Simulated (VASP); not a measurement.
A run of VASP 6.6.1 is set up as follows.

INCAR

```
SYSTEM = BN
PREC = Accurate ; ENCUT = 520
EDIFF = 1E-6 ; ISMEAR = 0
SIGMA = 0.05 ; LREAL = .FALSE.
LASPH = .TRUE. ; NELM = 100
ALGO = Normal ; ISIF = 2
LWAVE = .FALSE. ; LCHARG = .FALSE.
LDIPOL = .TRUE. ; IDIPOL = 3
DIPOL = 0.5 0.5 0.500 ; GGA = PS
NBANDS = 21
```

Contents of KPOINTS:

```
regular mesh
0
G
  12 12 1
  0 0 0
```

File POSCAR:

```
BN
1.0
    2.5043488508      0.0000000000      0.0000000000
   -1.2521744254      2.1688297247      0.0000000000
    0.0000000000      0.0000000000     22.0190941495
B N
3 3
Direct
    0.3333333333      0.6666666667      0.3406134671
    0.6666666667      0.3333333333      0.5000000000
    0.3333333333      0.6666666667      0.6593865329
    0.6666666667      0.3333333333      0.3406134671
    0.3333333333      0.6666666667      0.5000000000
    0.6666666667      0.3333333333      0.6593865329
```

Potentials or basis: VASP PAW PBE potentials, release 64 (B, N).

Launch:

```console
$ cat potpaw_PBE.64/B/POTCAR potpaw_PBE.64/N/POTCAR > POTCAR
$ mpirun -np 1 vasp_std > vasp.out
```

Task: Estimate the largest force.

Result: 0.027 eV/Å.

Task: What does it give for the band gap on the k mesh?

Result: 4.36 eV (least direct gap 4.61 eV).

Forces in eV/Å, atoms in the order of the input:
```
B    0.000  0.000  0.026
B    0.000  0.000  0.000
B    0.000  0.000 -0.026
N    0.000  0.000 -0.027
N    0.000  0.000  0.000
N    0.000  0.000  0.027
```

Caveat: the PAW data sets were made with another functional, which shifts forces and pressure a little.
